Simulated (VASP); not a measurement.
# CuSn2O2 in VASP: single point with PBE+D3(BJ)

Aim: the single point of CuSn2O2 with PBE+D3(BJ).

All numbers are computed with VASP 6.6.1; they aren't measurements. Logs are shortened: lines on timing, memory, paths and dates and some standing lists are left out, and cuts for length are marked.

**1. The cell of the first run**

The cell holds a slab with vacuum, 5 atoms: a = 3.820 Å, b = 3.820 Å, c = 19.363 Å, α = 90.00°, β = 90.00°, γ = 90.00°.

**2. Single point, PBE+D3(BJ), collinear spin**

INCAR reads:

```
SYSTEM = CuSn2O2
ALGO = Normal
DIPOL = 0.5 0.5 0.311
EDIFF = 1E-6
ENCUT = 610
GGA = PE
GGA_COMPAT = .False.
IDIPOL = 3
ISIF = 2
ISMEAR = 0
ISPIN = 2
IVDW = 12
LASPH = .True.
LCHARG = .False.
LDIPOL = .True.
LMAXMIX = 4
LORBIT = 11
LREAL = .False.
LWAVE = .False.
MAGMOM = 0 0 0 0 1
NBANDS = 42
NELM = 200
NELMDL = -8
PREC = Accurate
SIGMA = 0.05
```

KPOINTS reads:

```
k-points
0
Gamma
  7 7 1
  0 0 0
```

POSCAR reads:

```
CuSn2O2
1.0
    3.8201708766      0.0000000000      0.0000000000
    0.0000000000      3.8201708766      0.0000000000
    0.0000000000      0.0000000000     19.3630360333
Sn O Cu
2 2 1
Direct
    0.5000000000      0.0000000000      0.2065791745
    0.0000000000      0.5000000000      0.3286176828
    0.0000000000      0.0000000000      0.2675984287
    0.5000000000      0.5000000000      0.2675984287
    0.3750000000      1.0000000000      0.4835520637
```

Potentials or basis: VASP PAW PBE potentials, release 64 (Sn_d, O, Cu_sv_GW).

Launch:

```sh
> cat potpaw_PBE.64/Sn_d/POTCAR potpaw_PBE.64/O/POTCAR potpaw_PBE.64/Cu_sv_GW/POTCAR > POTCAR
> mpirun -np 1 vasp_std > vasp.out
```

OUTCAR:

```text
SYSTEM = CuSn2O2
   EDIFF = 1E-6
   ENCUT = 610
   GGA = PE
   ISIF = 2
   ISMEAR = 0
   ISPIN = 2
   IVDW = 12
   LASPH = .True.
   LORBIT = 11
   LREAL = .False.
   NELM = 200
   NELMDL = -8
   PREC = Accurate
 IVDW          = 12

 ion  position               nearest neighbor table
   1  0.500  0.000  0.207-   3 2.25   4 2.25   4 2.25   3 2.25   2 3.59   2 3.59   2 3.59   2 3.59

   2  0.000  0.500  0.329-   3 2.25   4 2.25   3 2.25   4 2.25   1 3.59   1 3.59   1 3.59   1 3.59

   3  0.000  0.000  0.268-   2 2.25   2 2.25   1 2.25   1 2.25
   4  0.500  0.500  0.268-   2 2.25   2 2.25   1 2.25   1 2.25
   5  0.375  0.000  0.484-

  LATTYP: Found a simple tetragonal cell.
 ALAT       =     3.8201708766
 C/A-ratio  =     5.0686308699

  Lattice vectors:

 A1 = (   3.8201708766,   0.0000000000,   0.0000000000)
 A2 = (   0.0000000000,   3.8201708766,   0.0000000000)
 A3 = (   0.0000000000,   0.0000000000,  19.3630360333)

Analysis of symmetry for initial positions (statically):
=====================================================================
 Subroutine PRICEL returns:
 Original cell was already a primitive cell.

 Routine SETGRP: Setting up the symmetry group for a
 simple tetragonal supercell.

 Subroutine GETGRP returns: Found  2 space group operations
 (whereof  2 operations were pure point group operations)
 out of a pool of 16 trial point group operations.

The static configuration has the point symmetry C_1h.

Analysis of symmetry for dynamics (positions and initial velocities):
=====================================================================
 Subroutine PRICEL returns:
 Original cell was already a primitive cell.

 Routine SETGRP: Setting up the symmetry group for a
 simple tetragonal supercell.

 Subroutine GETGRP returns: Found  2 space group operations
 (whereof  2 operations were pure point group operations)
 out of a pool of 16 trial point group operations.

The dynamic configuration has the point symmetry C_1h.

Analysis of structural, dynamic, and magnetic symmetry:
=====================================================================
 Subroutine PRICEL returns:
 Original cell was already a primitive cell.

 Routine SETGRP: Setting up the symmetry group for a
 simple tetragonal supercell.

 Subroutine GETGRP returns: Found  2 space group operations
 (whereof  2 operations were pure point group operations)
 out of a pool of 16 trial point group operations.

The overall configuration has the point symmetry C_1h.

 Subroutine INISYM returns: Found  2 space group operations
 (whereof  2 operations are pure point group operations),
 and found     1 'primitive' translations

----------------------------------------------------------------------------------------

                                     Primitive cell

  volume of cell :     282.5784

  direct lattice vectors                    reciprocal lattice vectors
     3.820170877  0.000000000  0.000000000     0.261768395  0.000000000  0.000000000
     0.000000000  3.820170877  0.000000000     0.000000000  0.261768395  0.000000000
     0.000000000  0.000000000 19.363036033     0.000000000  0.000000000  0.051644794

  length of vectors
     3.820170877  3.820170877 19.363036033     0.261768395  0.261768395  0.051644794

  position of ions in fractional coordinates (direct lattice)
     0.500000000  0.000000000  0.206579174
     0.000000000  0.500000000  0.328617683
     0.000000000  0.000000000  0.267598429
     0.500000000  0.500000000  0.267598429
     0.375000000  0.000000000  0.483552064

  ion indices of the primitive-cell ions
   primitive index   ion index
                 1           1
                 2           2
                 3           3
                 4           4
                 5           5

----------------------------------------------------------------------------------------

[... 43 lines left out ...]
   number of dos      NEDOS =    301   number of ions     NIONS =      5
   total plane-waves  NPLWV = 163840
   dimension x,y,z NGX =    32 NGY =   32 NGZ =  160
   dimension x,y,z NGXF=    64 NGYF=   64 NGZF=  320
   ions per type =               2   2   1
   NGX,Y,Z   is equivalent  to a cutoff of  13.93, 13.93, 13.74 a.u.
   NGXF,Y,Z  is equivalent  to a cutoff of  27.85, 27.85, 27.47 a.u.
 SYSTEM =  CuSn2O2
   PREC   = accura    normal or accurate (medium, high low for compatibility)
   ISTART =      0    job   : 0-new  1-cont  2-samecut
   ICHARG =      2    charge: 1-file 2-atom 10-const
   ISPIN  =      2    spin polarized calculation?
   LNONCOLLINEAR =      F non collinear calculations
   LSORBIT =      F    spin-orbit coupling
   LASPH  =      T    aspherical Exc in radial PAW
   ENCUT  =  610.0 eV  44.83 Ry    6.70 a.u.   7.69  7.69 38.99*2*pi/ulx,y,z
   NELM   =    200;   NELMIN=  2; NELMDL= -8     # of ELM steps
   EDIFF  = 0.1E-05   stopping-criterion for ELM
   LREAL  =      F    real-space projection
   EDIFFG = 0.1E-04   stopping-criterion for IOM
   NSW    =      0    number of steps for IOM
   IBRION =     -1    ionic relax: 0-MD 1-quasi-New 2-CG
   NFREE  =      0    steps in history (QN), initial steepest desc. (CG)
   ISIF   =      2    stress and relaxation
   ISYM   =      2    0-nonsym 1-usesym 2-fastsym
   POTIM  = 0.5000    time-step for ionic-motion
   TEBEG  =    0.0;   TEEND  =   0.0 temperature during run
   PSTRESS=    0.0 pullay stress
   NELECT =      59.0000    total number of electrons
   NUPDOWN=      -1.0000    fix difference up-down
   EMIN   =  10.00;   EMAX   =-10.00  energy-range for DOS
   EFERMI =   0.00;   METHOD = LEGACY
   ISMEAR =     0;   SIGMA  =   0.05  broadening in eV -4-tet -1-fermi 0-gaus
   EFERMI_NEDOS =   21; number of points for ismear=-14 and -15
   IALGO  =     38    algorithm
   IMIX   =      4    mixing-type and parameters
     AMIX     =   0.40;   BMIX     =  1.00
     AMIX_MAG =   1.60;   BMIX_MAG =  1.00
  volume/ion in A,a.u.               =      56.52       381.39
  Fermi-wavevector in a.u.,A,eV,Ry     =   0.971209  1.835318 12.833641  0.943246
  Thomas-Fermi vector in A             =   2.101407
   LORBIT       =     11    0 simple, 1 ext, 2 COOP (PROOUT), +10 PAW based schemes
   GGA     = PE    functional components
   LHFCALC =     F    Hartree Fock is set to
   AEXX    =    0.0000 exact exchange contribution
   IVDW    =    12    specifies the selected vdW correction
   LEPSILON=     F    determine dielectric tensor
   LRPA    =     F    only Hartree local field effects (RPA)
 spin polarized calculation
 Gauss-broadening in eV      SIGMA  =   0.05
  energy-cutoff  :      610.00
  volume of cell :      282.58
 maximum number of plane-waves:      9681
 NGX is ok and might be reduce to    32
   NGX = 15   NGY = 15   NGZ = 77

 dipolmoment           0.000000      0.000000     -0.007194 electrons x Angstroem

 number of electron      58.9999998 magnetization       0.0004111

 number of electron      58.9999998 magnetization      -0.0006899

 dipolmoment           0.000000      0.000000      0.030953 electrons x Angstroem

 Free energy of the ion-electron system (eV)
  ---------------------------------------------------
  ext. energy  EPLUGINS =         0.00000000
  ---------------------------------------------------
  free energy    TOTEN  =       -23.53012728 eV

  energy without entropy =      -23.52721584  energy(sigma->0) =      -23.52867156

 E-fermi :  -1.1928     XC(G=0):  -4.2825

 val. band max:       -1.2645032850   @ k =   0.0000   0.4286   0.0000
 cond. band min:      -1.1817895657   @ k =   0.4286   0.0000   0.0000
 fundamental gap:      0.0827137193
 Fermi energy:        -1.1927739586

 spin component 1

 k-point     1 :       0.0000    0.0000    0.0000
  band No.  band energies     occupation
      1    -111.8372      1.00000
      2     -69.2959      1.00000
      3     -69.2957      1.00000
      4     -69.2631      1.00000
      5     -22.7671      1.00000
      6     -22.4081      1.00000
[... 693 lines left out ...]
     40       5.3634      0.00000
     41       6.2161      0.00000
 Fermi energy:        -1.1927739586

 spin component 2

 k-point     1 :       0.0000    0.0000    0.0000
  band No.  band energies     occupation
      1    -111.8372      1.00000
      2     -69.2960      1.00000
      3     -69.2958      1.00000
      4     -69.2632      1.00000
      5     -22.7671      1.00000
      6     -22.4081      1.00000
[... 693 lines left out ...]
     40       5.3633      0.00000
     41       6.2155      0.00000
 [bands above 41 left out]

------------------------ aborting loop because EDIFF is reached ----------------------------------------

 vacuum level on the upper side and lower side of the slab       (xc-potential included)         0.183        -0.191

 Edisp (eV)   -0.84325

 E8    (eV) :    -0.3784

  FORCE on cell =-STRESS in cart. coord.  units (eV):
  Direction    XX          YY          ZZ          XY          YZ          ZX
  --------------------------------------------------------------------------------------
  -------------------------------------------------------------------------------------
  Total      -2.20312    -1.89400    -1.01135     0.00000     0.00000    -0.21523
  in kB     -12.49138   -10.73872    -5.73422     0.00000     0.00000    -1.22034
  external pressure =       -9.65 kB  Pullay stress =        0.00 kB

 VOLUME and BASIS-vectors are now :
 -----------------------------------------------------------------------------
  energy-cutoff  :      610.00
  volume of cell :      282.58
      direct lattice vectors                 reciprocal lattice vectors
     3.820170877  0.000000000  0.000000000     0.261768395  0.000000000  0.000000000
     0.000000000  3.820170877  0.000000000     0.000000000  0.261768395  0.000000000
     0.000000000  0.000000000 19.363036033     0.000000000  0.000000000  0.051644794

 POSITION                                       TOTAL-FORCE (eV/Angst)
 -----------------------------------------------------------------------------------
      1.91009      0.00000      4.00000         0.006599      0.000000     -0.054508
      0.00000      1.91009      6.36304         0.075235      0.000000      0.218931
      0.00000      0.00000      5.18152        -0.010147      0.000000      0.018181
      1.91009      1.91009      5.18152        -0.001440      0.000000      0.040415
      1.43256      0.00000      9.36304        -0.070247      0.000000     -0.223020
 -----------------------------------------------------------------------------------
    total drift:                                0.000762      0.000000     -0.002740

  FREE ENERGIE OF THE ION-ELECTRON SYSTEM (eV)
  ---------------------------------------------------
  free  energy   TOTEN  =       -24.3733751600 eV

  energy  without entropy=      -24.3704637155  energy(sigma->0) =      -24.37191944

 vacuum level on the upper side and lower side of the slab         3.568         3.229

 total charge

# of ion       s       p       d       f       tot
--------------------------------------------------
    1        1.280   0.762  10.055   0.000  12.097
    2        1.270   0.751  10.058   0.000  12.080
    3        1.573   3.430   0.000   0.000   5.003
    4        1.574   3.429   0.000   0.000   5.003
    5        2.232   6.034   9.118   0.000  17.384
--------------------------------------------------
tot          7.929  14.407  29.231   0.000  51.567

 magnetization (x)

# of ion       s       p       d       f       tot
--------------------------------------------------
    1       -0.000   0.000  -0.000   0.000   0.000
    2       -0.000  -0.000  -0.000   0.000  -0.000
    3       -0.000  -0.000   0.000   0.000  -0.000
    4        0.000  -0.000   0.000   0.000  -0.000
    5       -0.000   0.000  -0.000  -0.000  -0.000
--------------------------------------------------
tot         -0.000  -0.000  -0.000  -0.000  -0.000
```

Wall time 9.8 min (1 thread of Intel Xeon 6975P-C (Granite Rapids), shared host); peak memory 0.79 GiB.

Results:

- Free energy: -24.3734 eV
- Largest force: 0.234 eV/Å
- Net moment: 0.00 μB per cell
- Valence electrons inside the program's atomic spheres: Sn 12.10, 12.08; O 5.00; Cu 17.38
- Dispersion energy per atom: -0.169 eV

Forces in eV/Å, atoms in the order of the input:
```
Sn   0.007  0.000 -0.055
Sn   0.075  0.000  0.219
O   -0.010  0.000  0.018
O   -0.001  0.000  0.040
Cu  -0.070  0.000 -0.223
```

Levels at points of the mesh, in eV from the Fermi level:
Spin up:
```tsv
k point	band 26	band 27	band 28	band 29	band 30	band 31	band 32	band 33	band 34	band 35
(0.00, 0.00, 0.00)	-1.03	-0.88	-0.88	-0.84	-0.44	2.16	2.20	4.13	4.49	4.59
```
Spin down:
```
           k point  band 26  band 27  band 28  band 29  band 30  band 31  band 32  band 33  band 34  band 35
(0.00, 0.00, 0.00)    -1.03    -0.88    -0.88    -0.84    -0.44     2.16     2.20     4.13     4.50     4.59
```

Caveat: spin-orbit coupling is left out, which moves the levels of the heavy elements. With open d or f shells a metallic result of PBE can be an artefact of self-interaction; +U or a hybrid may open a gap.
